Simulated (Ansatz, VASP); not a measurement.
## Cu: VASP beside Ansatz

```
Cu
1.0
     2.50366    0.00000    0.00000
    -1.25183    2.16823    0.00000
     0.00000    0.00000   24.57559
Cu
6
Direct
  0.00000 0.00000 0.37376
  0.66667 0.33333 0.28961
  0.34332 0.66667 0.45799
  0.00000 0.00000 0.62624
  0.66667 0.33333 0.54201
  0.33333 0.66667 0.71039
```

Alike in both runs: task single point; functional PBEsol; k mesh 12 × 12 × 1; occupations fermi-dirac, width 0.1 eV; no spin polarisation.

|  | VASP | Ansatz |
| --- | --- | --- |
| version | VASP 6.6.1 | Ansatz 0.2.0 |
| potentials or method | VASP PAW PBE potentials, release 64 (Cu) | plane waves, PAW |
| plane-wave cutoff (eV) | 520 | 420 |
| valence electrons in the cell | 66 | 114 |

Ansatz gave:

```
rms of the force components (eV/Å) : 0.033
```

Question: Estimate VASP's values.

Answer: rms of the force components (eV/Å): 0.027.

VASP's potentials were made for PBE, not for PBEsol. Atom by atom the forces differ by 0.007 eV/Å (rms over components). The functional is the same, so the differences come from potentials, cutoffs and numerics. VASP's potentials hold 66 valence electrons a cell and Ansatz's 114, so a difference there can come from the potentials and not from the codes.
